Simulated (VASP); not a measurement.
Input of a VASP 6.6.1 run:

File INCAR:

```
  PREC = Accurate
  ENCUT = 520
  EDIFF = 1E-6
  ISMEAR = 1
  SIGMA = 0.1
  LREAL = False
  LASPH = True
  NELM = 80
  ALGO = Normal
  ISIF = 2
  LWAVE = False
  LCHARG = True
  GGA = PE
  LELF = True
  LVHAR = True
  NBANDS = 13
```

Contents of KPOINTS:

```
regular mesh
0
Gamma
  22 22 22
```

POSCAR

```
Mo
1.0
   -1.5838089719      1.5838089719      1.5838089719
    1.5838089719     -1.5838089719      1.5838089719
    1.5838089719      1.5838089719     -1.5838089719
Mo
1
Direct
    0.0000000000      0.0000000000      0.0000000000
```

Potentials or basis: VASP PAW PBE potentials, release 64 (Mo_sv).

Run with:

```sh
$ cat potpaw_PBE.64/Mo_sv/POTCAR > POTCAR
$ mpirun -np 1 vasp_std > vasp.out
```

(1) Predict the pressure.

(2) Predict the band gap on the k mesh.

## Answers

(1) -1.2 GPa.

(2) zero (band 7 reaches 16.22 eV, above the bottom of band 8 at 11.00 eV).
